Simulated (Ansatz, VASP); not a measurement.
## Two plane-wave programs on Cs

```
Cs
1.0
     5.50848    0.00000    0.00000
    -2.75424    4.77049    0.00000
     0.00000    0.00000   18.07973
Cs
4
Direct
  0.00000 0.00000 0.00000
  0.00000 0.00000 0.50000
  0.33333 0.66667 0.25000
  0.66667 0.33333 0.75000
```

Alike in both runs: task single point; functional revPBE; k mesh 7 × 7 × 2; occupations fermi-dirac, width 0.1 eV; no spin polarisation.

|  | VASP | Ansatz |
| --- | --- | --- |
| version | VASP 6.6.1 | Ansatz 0.2.0 |
| potentials or method | VASP PAW PBE potentials, release 64 (Cs_sv), cutoff 520 eV | plane waves (420 eV) with PAW, scalar-relativistic |
| valence electrons in the cell | 36 | 36 |

```csv
,VASP,Ansatz,Ansatz less VASP
pressure (GPa),0.2,0.2,+0.01
```

VASP's potentials were made for PBE, not for revPBE.

Spin-orbit coupling is off throughout.
